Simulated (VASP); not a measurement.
# Re (P6_3/mmc) in VASP: further runs

Re is run at these levels: LDA; tasks: relaxation of cell and atoms, single point.

All numbers are computed with VASP 6.6.1; they aren't measurements. Logs are shortened: lines on timing, memory, paths and dates and some standing lists are left out, and cuts for length are marked.

### Step 1. The cell of the first run

It takes space group P6_3/mmc (No. 194, hexagonal). Conventional cell: a = 2.760 Å, b = 2.760 Å, c = 4.450 Å, α = 90.00°, β = 90.00°, γ = 120.00°. Re (site symmetry -6m2) has 12 Re at 2.74 to 2.76 Å within 3.6 Å.

### Step 2. Relaxation of cell and atoms, LDA

Contents of INCAR:

```
PREC = Accurate ; ENCUT = 600
EDIFF = 1E-7 ; ISMEAR = 0
SIGMA = 0.1 ; LREAL = False
LASPH = True ; NELM = 120
ALGO = Normal ; ISIF = 3
LWAVE = False ; LCHARG = False
GGA = CA ; IBRION = 2
NSW = 100 ; EDIFFG = -0.05
GGA_COMPAT = False ; NELMIN = 4
```

Contents of KPOINTS:

```
regular mesh
0
Gamma
  9 9 4
```

Contents of POSCAR:

```
Re
1.0
    2.7600000000      0.0000000000      0.0000000000
   -1.3800000000      2.3902301000      0.0000000000
    0.0000000000      0.0000000000      4.4500000000
Re
2
Direct
    0.3333333000      0.6666667000      0.2500000000
    0.6666667000      0.3333333000      0.7500000000
```

Potentials or basis: VASP PAW LDA potentials, release 64 (Re).

Launch:

```
> cat potpaw_LDA.64/Re/POTCAR > POTCAR
> mpirun -np 1 vasp_std > vasp.out
```

OUTCAR:

```text
PREC = Accurate
   ENCUT = 600
   EDIFF = 1E-7
   ISMEAR = 0
   LREAL = False
   LASPH = True
   NELM = 120
   ISIF = 3
   GGA = CA
   IBRION = 2
   NSW = 100
   EDIFFG = -0.05
   NELMIN = 4

 ion  position               nearest neighbor table
   1  0.333  0.667  0.250-   2 2.74   2 2.74   2 2.74   2 2.74   2 2.74   2 2.74
   2  0.667  0.333  0.750-   1 2.74   1 2.74   1 2.74   1 2.74   1 2.74   1 2.74

  LATTYP: Found a hexagonal cell.
 ALAT       =     2.7600000000
 C/A-ratio  =     1.6123188406

  Lattice vectors:

 A1 = (   2.7600000000,   0.0000000000,   0.0000000000)
 A2 = (  -1.3800000000,   2.3902301000,   0.0000000000)
 A3 = (   0.0000000000,   0.0000000000,   4.4500000000)

Analysis of symmetry for initial positions (statically):
=====================================================================
 Subroutine PRICEL returns:
 Original cell was already a primitive cell.

 Routine SETGRP: Setting up the symmetry group for a
 hexagonal supercell.

 Subroutine GETGRP returns: Found 24 space group operations
 (whereof 12 operations were pure point group operations)
 out of a pool of 24 trial point group operations.

The static configuration has the point symmetry D_3d.
 The point group associated with its full space group is D_6h.

Analysis of symmetry for dynamics (positions and initial velocities):
=====================================================================
 Subroutine PRICEL returns:
 Original cell was already a primitive cell.

 Routine SETGRP: Setting up the symmetry group for a
 hexagonal supercell.

 Subroutine GETGRP returns: Found 24 space group operations
 (whereof 12 operations were pure point group operations)
 out of a pool of 24 trial point group operations.

The dynamic configuration has the point symmetry D_3d.
 The point group associated with its full space group is D_6h.

 Subroutine INISYM returns: Found 24 space group operations
 (whereof 12 operations are pure point group operations),
 and found     1 'primitive' translations

----------------------------------------------------------------------------------------

                                     Primitive cell

  volume of cell :      29.3568

  direct lattice vectors                    reciprocal lattice vectors
     2.760000000  0.000000000  0.000000000     0.362318841  0.209184881  0.000000000
    -1.380000000  2.390230100  0.000000000     0.000000000  0.418369763  0.000000000
     0.000000000  0.000000000  4.450000000     0.000000000  0.000000000  0.224719101

  length of vectors
     2.760000000  2.759999987  4.450000000     0.418369761  0.418369763  0.224719101

  position of ions in fractional coordinates (direct lattice)
     0.333333300  0.666666700  0.250000000
     0.666666700  0.333333300  0.750000000

  ion indices of the primitive-cell ions
   primitive index   ion index
                 1           1
                 2           2

----------------------------------------------------------------------------------------

 KPOINTS: regular mesh

Automatic generation of k-mesh.
 Grid dimensions read from file:
 generate k-points for:    9    9    4

 Generating k-lattice:

  Cartesian coordinates                     Fractional coordinates (reciprocal lattice)
     0.040257649  0.023242765  0.000000000     0.111111111  0.000000000  0.000000000
     0.000000000  0.046485529  0.000000000     0.000000000  0.111111111  0.000000000
     0.000000000  0.000000000  0.056179775     0.000000000  0.000000000  0.250000000

  Length of vectors
     0.046485529  0.046485529  0.056179775

  Shift w.r.t. Gamma in fractional coordinates (k-lattice)
     0.000000000  0.000000000  0.000000000

 Subroutine IBZKPT returns following result:
 ===========================================

 Found     36 irreducible k-points:

 Following reciprocal coordinates:
            Coordinates               Weight
  0.000000  0.000000  0.000000      1.000000
  0.111111  0.000000  0.000000      6.000000
  0.222222  0.000000  0.000000      6.000000
  0.333333 -0.000000  0.000000      6.000000
  0.444444  0.000000  0.000000      6.000000
  0.111111  0.111111  0.000000      6.000000
[... 16 lines left out ...]
  0.333333  0.222222  0.250000     24.000000
  0.333333  0.333333  0.250000      4.000000
 [... further k-points ...]
   k-points           NKPTS =     36   k-points in BZ     NKDIM =     36   number of bands    NBANDS=     11
   number of dos      NEDOS =    301   number of ions     NIONS =      2
   total plane-waves  NPLWV =  20736
   dimension x,y,z NGX =    24 NGY =   24 NGZ =   36
   dimension x,y,z NGXF=    48 NGYF=   48 NGZF=   72
   ions per type =               2
   NGX,Y,Z   is equivalent  to a cutoff of  14.46, 14.46, 13.45 a.u.
   NGXF,Y,Z  is equivalent  to a cutoff of  28.91, 28.91, 26.90 a.u.
 SYSTEM =  unknown system
   PREC   = accura    normal or accurate (medium, high low for compatibility)
   ISTART =      0    job   : 0-new  1-cont  2-samecut
   ICHARG =      2    charge: 1-file 2-atom 10-const
   ISPIN  =      1    spin polarized calculation?
   LNONCOLLINEAR =      F non collinear calculations
   LSORBIT =      F    spin-orbit coupling
   LASPH  =      T    aspherical Exc in radial PAW
   ENCUT  =  600.0 eV  44.10 Ry    6.64 a.u.   5.51  5.51  8.89*2*pi/ulx,y,z
   NELM   =    120;   NELMIN=  4; NELMDL= -5     # of ELM steps
   EDIFF  = 0.1E-06   stopping-criterion for ELM
   LREAL  =      F    real-space projection
   EDIFFG = -.5E-01   stopping-criterion for IOM
   NSW    =    100    number of steps for IOM
   IBRION =      2    ionic relax: 0-MD 1-quasi-New 2-CG
   NFREE  =      1    steps in history (QN), initial steepest desc. (CG)
   ISIF   =      3    stress and relaxation
   ISYM   =      2    0-nonsym 1-usesym 2-fastsym
   POTIM  = 0.5000    time-step for ionic-motion
   TEBEG  =    0.0;   TEEND  =   0.0 temperature during run
   PSTRESS=    0.0 pullay stress
   NELECT =      14.0000    total number of electrons
   NUPDOWN=      -1.0000    fix difference up-down
   EMIN   =  10.00;   EMAX   =-10.00  energy-range for DOS
   EFERMI =   0.00;   METHOD = LEGACY
   ISMEAR =     0;   SIGMA  =   0.10  broadening in eV -4-tet -1-fermi 0-gaus
   EFERMI_NEDOS =   21; number of points for ismear=-14 and -15
   IALGO  =     38    algorithm
   IMIX   =      4    mixing-type and parameters
     AMIX     =   0.40;   BMIX     =  1.00
     AMIX_MAG =   1.60;   BMIX_MAG =  1.00
  volume/ion in A,a.u.               =      14.68        99.05
  Fermi-wavevector in a.u.,A,eV,Ry     =   1.279032  2.417019 22.258064  1.635922
  Thomas-Fermi vector in A             =   2.411540
   LORBIT       =      0    0 simple, 1 ext, 2 COOP (PROOUT), +10 PAW based schemes
   GGA     = CA    functional components
   LHFCALC =     F    Hartree Fock is set to
   AEXX    =    0.0000 exact exchange contribution
   IVDW    =     0    specifies the selected vdW correction
   LEPSILON=     F    determine dielectric tensor
   LRPA    =     F    only Hartree local field effects (RPA)
 conjugate gradient relaxation of ions
 non-spin polarized calculation
 Gauss-broadening in eV      SIGMA  =   0.10
  energy-cutoff  :      600.00
  volume of cell :       29.36
 maximum number of plane-waves:      1002
 NGX is ok and might be reduce to    24
   NGX = 11   NGY = 11   NGZ = 17

--------------------------------------- Ionic step        1  -------------------------------------------

 number of electron      14.0000000 magnetization

 Free energy of the ion-electron system (eV)
  ---------------------------------------------------
  ext. energy  EPLUGINS =         0.00000000
  ---------------------------------------------------
  free energy    TOTEN  =       -27.51825752 eV

  energy without entropy =      -27.51106934  energy(sigma->0) =      -27.51466343

------------------------ aborting loop because EDIFF is reached ----------------------------------------

  FORCE on cell =-STRESS in cart. coord.  units (eV):
  Direction    XX          YY          ZZ          XY          YZ          ZX
  --------------------------------------------------------------------------------------
  -------------------------------------------------------------------------------------
  Total       -1.4394881     -1.4394880     -1.4705609     -0.0000000      0.0000000      0.0000000
  in kB      -78.5615137    -78.5615127    -80.2573433     -0.0000000      0.0000000      0.0000000
  external PRESSURE =     -79.1267899 kB  Pullay stress =       0.0000000 kB

 VOLUME and BASIS-vectors are now :
 -----------------------------------------------------------------------------
  energy-cutoff  :      600.00
  volume of cell :       29.36
      direct lattice vectors                 reciprocal lattice vectors
     2.760000000  0.000000000  0.000000000     0.362318841  0.209184881  0.000000000
    -1.380000000  2.390230100  0.000000000     0.000000000  0.418369763  0.000000000
     0.000000000  0.000000000  4.450000000     0.000000000  0.000000000  0.224719101
[... 37 lines left out ...]
 POSITION                                       TOTAL-FORCE (eV/Angst)
 -----------------------------------------------------------------------------------
     -0.00000      1.53816      1.07304        -0.000000      0.000000      0.000000
      1.33208      0.76908      3.21911         0.000000      0.000000      0.000000
 -----------------------------------------------------------------------------------
    total drift:                               -0.000000      0.000000     -0.000001

  FREE ENERGIE OF THE ION-ELECTRON SYSTEM (eV)
  ---------------------------------------------------
  free  energy   TOTEN  =       -27.2319235657 eV

  energy  without entropy=      -27.2266182774  energy(sigma->0) =      -27.22927092

--------------------------------------- Ionic step        3  -------------------------------------------

 number of electron      14.0000000 magnetization

 Free energy of the ion-electron system (eV)
  ---------------------------------------------------
  ext. energy  EPLUGINS =         0.00000000
  ---------------------------------------------------
  free energy    TOTEN  =       -27.53285992 eV

  energy without entropy =      -27.52602505  energy(sigma->0) =      -27.52944249

 E-fermi :   8.1371     XC(G=0): -13.9575

 val. band max:        8.1309060403   @ k =   0.1111   0.1111   0.0000
 cond. band min:       8.1762872986   @ k =   0.3333   0.3333   0.5000
 fundamental gap:      0.0453812583
 Fermi energy:         8.1370911891

 k-point     1 :       0.0000    0.0000    0.0000
  band No.  band energies     occupation
      1      -1.8201      2.00000
      2       1.3550      2.00000
      3       6.4586      2.00000
      4       6.4586      2.00000
      5       6.4883      2.00000
      6       7.3299      2.00000
      7       7.3299      2.00000
      8       8.2736      0.05356
      9       8.2736      0.05355
     10       8.9347      0.00000
     11      11.5743      0.00000

 k-point     2 :       0.1111    0.0000    0.0000
  band No.  band energies     occupation
      1      -1.3101      2.00000
      2       1.8227      2.00000
      3       5.6486      2.00000
      4       6.9311      2.00000
      5       6.9329      2.00000
      6       7.1548      2.00000
      7       7.2349      2.00000
      8       7.7779      2.00000
      9       7.9004      1.99918
     10       8.2056      0.33261
     11      11.8248      0.00000
[... 295 lines left out ...]
 k-point    24 :       0.3333    0.3333    0.2500
  band No.  band energies     occupation
      1       3.2459      2.00000
      2       3.7231      2.00000
      3       3.7231      2.00000
      4       4.7201      2.00000
      5       5.9410      2.00000
      6       5.9410      2.00000
      7       7.9594      1.98801
      8       9.9835      0.00000
      9      11.4989      0.00000
     10      11.4989      0.00000
     11      15.7495      0.00000

 [... further k-points ...]

------------------------ aborting loop because EDIFF is reached ----------------------------------------

  FORCE on cell =-STRESS in cart. coord.  units (eV):
  Direction    XX          YY          ZZ          XY          YZ          ZX
  --------------------------------------------------------------------------------------
  -------------------------------------------------------------------------------------
  Total       -0.0626980     -0.0626980     -0.0587339     -0.0000000     -0.0000000      0.0000000
  in kB       -3.4880578     -3.4880578     -3.2675275     -0.0000000     -0.0000000      0.0000000
  external PRESSURE =      -3.4145477 kB  Pullay stress =       0.0000000 kB

 VOLUME and BASIS-vectors are now :
 -----------------------------------------------------------------------------
  energy-cutoff  :      600.00
  volume of cell :       28.80
      direct lattice vectors                 reciprocal lattice vectors
     2.742539036  0.000000000  0.000000000     0.364625621  0.210516702 -0.000000000
    -1.371269518  2.375108462 -0.000000000     0.000000000  0.421033404  0.000000000
     0.000000000  0.000000000  4.421239656     0.000000000  0.000000000  0.226180908

 POSITION                                       TOTAL-FORCE (eV/Angst)
 -----------------------------------------------------------------------------------
     -0.00000      1.58341      1.10531         0.000000     -0.000000      0.000000
      1.37127      0.79170      3.31593        -0.000000      0.000000      0.000000
 -----------------------------------------------------------------------------------
    total drift:                               -0.000001      0.000000     -0.000001

  FREE ENERGIE OF THE ION-ELECTRON SYSTEM (eV)
  ---------------------------------------------------
  free  energy   TOTEN  =       -27.5328599174 eV

  energy  without entropy=      -27.5260250544  energy(sigma->0) =      -27.52944249

 reached required accuracy - stopping structural energy minimisation
```

Wall time 42 s (1 thread of Intel Xeon 8259CL, shared host); peak memory 0.15 GiB.

Results:

* Free energy: -27.5329 eV
* Relaxed volume: 14.40 Å³/atom
* Relaxed cell: a = 2.743 Å, b = 2.743 Å, c = 4.421 Å, α = 90.00°, β = 90.00°, γ = 120.00°
* Space group after relaxing (to 0.1 Å): P6_3/mmc (No. 194)
* Energy gained by relaxing: 7.3 meV/atom
* Ionic steps: 3
* Pressure after relaxing: -0.3 GPa
* Band gap on the k mesh: zero (bands 7 and 8 overlap by 2.99 eV)

Step by step:
```tsv
step	energy change (eV)	largest force (eV/Å)	pressure (GPa)	volume (Å³)
1	0.0000	0.0000	-7.91	29.36
2	0.2863	0.0000	43.62	26.38
3	-0.0146	0.0000	-0.34	28.80
```

Final structure:
```yaml
crystal:
  lattice:
    - [2.74254, 0.00000, 0.00000]
    - [-1.37127, 2.37511, 0.00000]
    - [0.00000, 0.00000, 4.42124]
  atoms:
    - { symbol: Re, position: [0.33333, 0.66667, 0.25000] }
    - { symbol: Re, position: [0.66667, 0.33333, 0.75000] }
```

Levels at points of the mesh, in eV from the Fermi level:
| k point | band 5 | band 6 | band 7 | band 8 | band 9 | band 10 |
| --- | --- | --- | --- | --- | --- | --- |
| (0.00, 0.00, 0.00) | -1.65 | -0.81 | -0.81 | 0.14 | 0.14 | 0.80 |
| (0.00, 0.00, 0.50) | -1.82 | -1.82 | -1.82 | -1.82 | 2.60 | 2.60 |

Caveat: spin-orbit coupling is left out, which moves the levels of the heavy elements.

### Step 3. Single point, LDA

This run uses another cell than the first one, of 14.33 Å³/atom.

Contents of INCAR:

```
SYSTEM = Re
  ALGO = Normal
  EDIFF = 1E-6
  ENCUT = 600
  GGA_COMPAT = .False.
  ISIF = 2
  ISMEAR = 0
  LASPH = .True.
  LCHARG = .True.
  LELF = .True.
  LREAL = .False.
  LVHAR = .True.
  LWAVE = .False.
  NBANDS = 14
  NELM = 120
  PREC = Accurate
  SIGMA = 0.1
```

Contents of KPOINTS:

```
k-points
0
Gamma
  18 18 10
  0 0 0
```

Contents of POSCAR:

```
Re
1.0
    2.7375495692      0.0000000000      0.0000000000
   -1.3687747846      2.3707874711      0.0000000000
    0.0000000000      0.0000000000      4.4168137623
Re
2
Direct
    0.3333333333      0.6666666667      0.2500000000
    0.6666666667      0.3333333333      0.7500000000
```

Potentials or basis: VASP PAW LDA potentials, release 64 (Re).

Launch:

```
> cat potpaw_LDA.64/Re/POTCAR > POTCAR
> mpirun -np 1 vasp_std > vasp.out
```

Wall time 1.8 min (1 thread of Intel Xeon 8259CL, shared host); peak memory 0.22 GiB.

The run converged. Its results:

* Free energy: -27.5330 eV
* Pressure: 1.6 GPa
* Band gap on the k mesh: zero (bands 7 and 8 overlap by 3.46 eV)

Stress tensor (GPa, compression positive):
```
1.67 0.00 0.00
0.00 1.67 0.00
0.00 0.00 1.49
```

Levels at points of the mesh, in eV from the Fermi level:
| k point | band 5 | band 6 | band 7 | band 8 | band 9 | band 10 |
| --- | --- | --- | --- | --- | --- | --- |
| (0.00, 0.00, 0.00) | -1.65 | -0.79 | -0.79 | 0.16 | 0.16 | 0.82 |
| (0.50, 0.00, 0.00) | -1.66 | -1.39 | -0.60 | 4.11 | 4.55 | 4.68 |
| (0.00, 0.00, 0.50) | -1.80 | -1.80 | -1.80 | -1.80 | 2.64 | 2.64 |
| (0.50, 0.00, 0.50) | 0.39 | 0.39 | 1.07 | 1.07 | 4.44 | 4.44 |

Caveat: spin-orbit coupling is left out, which moves the levels of the heavy elements.

### Step 4. Relaxation of cell and atoms, LDA

This run uses another cell than the first one, of 14.33 Å³/atom.

Contents of INCAR:

```
PREC = Accurate
ENCUT = 600
EDIFF = 1E-7
ISMEAR = 0
SIGMA = 0.1
LREAL = F
LASPH = T
NELM = 120
ALGO = Normal
ISIF = 3
LWAVE = F
LCHARG = F
GGA = CA
IBRION = 2
NSW = 100
EDIFFG = -0.002
GGA_COMPAT = F
NELMIN = 4
```

Contents of KPOINTS:

```
Automatic mesh
0
Gamma
  18 18 10
```

Contents of POSCAR:

```
Re
1.0
    2.7378344152      0.0000000000      0.0000000000
   -1.3689172076      2.3710341549      0.0000000000
    0.0000000000      0.0000000000      4.4152664060
Re
2
Direct
    0.3333333333      0.6666666667      0.2500000000
    0.6666666667      0.3333333333      0.7500000000
```

Launch:

```
> cat potpaw_LDA.64/Re/POTCAR > POTCAR
> mpirun -np 1 vasp_std > vasp.out
```

Wall time 3 min (1 thread of Intel Xeon 8259CL, shared host); peak memory 0.21 GiB.

Results (log left out):

```
Free energy                           : -27.5336 eV
Relaxed volume                        : 14.39 Å³/atom
Relaxed cell                          : a = 2.742 Å, b = 2.742 Å, c = 4.421 Å, α = 90.00°, β = 90.00°, γ = 120.00°
Space group after relaxing (to 0.1 Å) : P6_3/mmc (No. 194)
Energy gained by relaxing             : 0.3 meV/atom
Ionic steps                           : 3
Pressure after relaxing               : 0.0 GPa
Band gap on the k mesh                : zero (bands 7 and 8 overlap by 3.44 eV)
```

Step by step:
```
step  energy change (eV)  largest force (eV/Å)  pressure (GPa)  volume (Å³)
   1              0.0000                0.0000            1.67        28.66
   2              0.0106                0.0000           -6.94        29.29
   3             -0.0006                0.0000           -0.02        28.78
```

Final structure:
```
Re
1.0
     2.74150    0.00000    0.00000
    -1.37075    2.37421    0.00000
     0.00000    0.00000    4.42130
Re
2
Direct
  0.33333 0.66667 0.25000
  0.66667 0.33333 0.75000
```

Levels at points of the mesh, in eV from the Fermi level:
| k point | band 4 | band 5 | band 6 | band 7 | band 8 | band 9 | band 10 | band 11 |
| --- | --- | --- | --- | --- | --- | --- | --- | --- |
| (0.00, 0.00, 0.00) | -1.66 | -1.64 | -0.78 | -0.78 | 0.16 | 0.16 | 0.82 | 3.46 |
| (0.50, 0.00, 0.00) | -2.03 | -1.66 | -1.37 | -0.60 | 4.09 | 4.53 | 4.65 | 6.29 |
| (0.00, 0.00, 0.50) | -2.42 | -1.79 | -1.79 | -1.79 | -1.79 | 2.62 | 2.62 | 2.62 |
| (0.50, 0.00, 0.50) | -4.22 | 0.39 | 0.39 | 1.06 | 1.06 | 4.41 | 4.41 | 4.97 |

Caveat: spin-orbit coupling is left out, which moves the levels of the heavy elements.

### Step 5. The runs side by side

```csv
task,cell,k mesh,gap on the mesh (eV),pressure (GPa),relaxed volume (Å³/atom)
relaxation of cell and atoms,"relaxed from a = 2.760, b = 2.760, c = 4.450 Å, angles 90.0, 90.0, 120.0°, 2 atoms",9 × 9 × 4,none,-0.3,14.40
single point,"a = 2.738, b = 2.738, c = 4.417 Å, angles 90.0, 90.0, 120.0°, 2 atoms",18 × 18 × 10,none,1.6,-
relaxation of cell and atoms,"relaxed from a = 2.738, b = 2.738, c = 4.415 Å, angles 90.0, 90.0, 120.0°, 2 atoms",18 × 18 × 10,none,0.0,14.39
```

Alike in all rows: level LDA; potentials or basis VASP PAW LDA potentials, release 64 (Re); no spin polarisation; cutoff (eV) 600; smearing gaussian 0.1 eV.

Caveats: spin-orbit coupling is left out, which moves the levels of the heavy elements.

Total energies depend on the potentials used, so only differences within one code and one set of settings carry meaning.
